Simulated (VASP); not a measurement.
NaF:

```xyz
4
Lattice="3.9261 0.0000 0.0000 -1.9630 3.4001 0.0000 0.0000 0.0000 4.5297" Properties=species:S:1:pos:R:3 pbc="T T T"
Na    0.0000    2.2667   -0.2831
Na    1.9630    1.1334    1.9817
F     0.0000    2.2667    1.9817
F     1.9630    1.1334    4.2465
```

This cell differs from its parent crystal: epitaxial xy strain +1.5%.

Base run:

- Program: VASP 6.6.1
- Functional: PBE
- Potentials or basis: VASP PAW PBE potentials, release 64 (Na_pv, F)
- Cutoff: 520 eV
- k mesh: 12 × 12 × 6
- Occupations: fermi-dirac, width 0.02 eV
- Spin: no spin polarisation

Its results: band gap on the k mesh 5.60 eV; pressure 1.5 GPa.

Q: The run is repeated on the same cell with these changes: functional from PBE to r2SCAN; occupations from fermi-dirac, width 0.02 eV to gaussian, width 0.01 eV. What comes out?

A: Band gap on the k mesh 6.27 eV; pressure -1.4 GPa.

Caveats: the structure was generated, so it needn't be the stable form of NaF; the PAW data sets were made with another functional, which shifts forces and pressure a little (at least some runs).

A k mesh can miss the band edges.
